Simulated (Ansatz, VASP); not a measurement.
One calculation of Ag, two programs

```xyz
4
Lattice="2.6994 0.0000 0.0000 -1.3497 2.3377 0.0000 0.0000 0.0000 8.9289" Properties=species:S:1:pos:R:3 pbc="T T T"
Ag    0.0000    1.5585    2.2322
Ag    1.3497    0.7792    6.6967
Ag    2.6994    0.0000    0.0000
Ag    2.6994    0.0000    4.4644
```

Alike in both runs: task single point; functional LDA; k mesh 14 × 14 × 4; occupations fermi-dirac, width 0.1 eV; no spin polarisation.

|  | VASP | Ansatz |
| --- | --- | --- |
| version | VASP 6.6.1 | Ansatz 0.2.0 |
| potentials or method | VASP PAW LDA potentials, release 64 (Ag), cutoff 520 eV | plane waves (420 eV) with PAW, scalar-relativistic |
| valence electrons in the cell | 44 | 76 |

```tsv
	VASP	Ansatz	Ansatz less VASP
pressure (GPa)	25.8	25.7	-0.16
traceless stress, the component that is largest in VASP (GPa)	-1.83	-1.82	+0.012
```

Ansatz warns that its potentials were made for another functional, while VASP's fit it. LDA's correlation is that of Perdew and Zunger in VASP and of Perdew and Wang (1992) in Ansatz. VASP's potentials hold 44 valence electrons a cell and Ansatz's 76, so a difference there can come from the potentials and not from the codes.
